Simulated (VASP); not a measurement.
Crystal: Cu.

```xyz
1
Lattice="-1.4428 1.4428 1.3761 1.4428 -1.4428 1.3761 1.4428 1.4428 -1.3761" Properties=species:S:1:pos:R:3 pbc="T T T"
Cu    0.0000    0.0000    0.0000
```

| Quantity | Value |
| --- | --- |
| Program | VASP 6.6.1 |
| Task | relaxation of cell and atoms |
| Functional | revPBE |
| Potentials or basis | VASP PAW PBE potentials, release 64 (Cu) |
| Cutoff | 600 eV |
| k mesh | 13 × 13 × 13 |
| Occupations | fermi-dirac, width 0.05 eV |
| Spin | no spin polarisation |

At the start: pressure 11.7 GPa; volume 11.46 Å³/atom.

Problem. How do energy, volume and symmetry change on relaxing?

Solution. Over 11 steps the energy falls by 31.8 meV/atom and the volume is 12.40 Å³/atom (+8.2 %); space group I4/mmm (No. 139, to 0.05 Å).

Step by step:
| step | energy change (eV) | largest force (eV/Å) | pressure (GPa) | volume (Å³) |
| --- | --- | --- | --- | --- |
| 1 | 0.0000 | 0.0000 | 11.73 | 11.46 |
| 2 | -0.0240 | 0.0000 | -4.62 | 12.91 |
| 3 | -0.0316 | 0.0000 | 0.06 | 12.39 |
| 4 | -0.0315 | 0.0000 | -0.13 | 12.41 |
| 5 | -0.0316 | 0.0000 | 0.01 | 12.39 |
| 6 | -0.0317 | 0.0000 | 0.47 | 12.35 |
| 7 | -0.0317 | 0.0000 | 0.35 | 12.36 |
| 8 | -0.0317 | 0.0000 | 0.32 | 12.37 |
| 9 | -0.0318 | 0.0000 | 0.26 | 12.37 |
| 10 | -0.0318 | 0.0000 | 0.13 | 12.39 |
| 11 | -0.0318 | 0.0000 | 0.02 | 12.40 |

Final structure:
```
Cu
1.0
    -1.49138    1.49138    1.39399
     1.49138   -1.49138    1.39399
     1.49138    1.49138   -1.39399
Cu
1
Cartesian
  1.4914 -1.4914 1.3940
```

Caveat: the PAW data sets were made with another functional, which shifts forces and pressure a little.
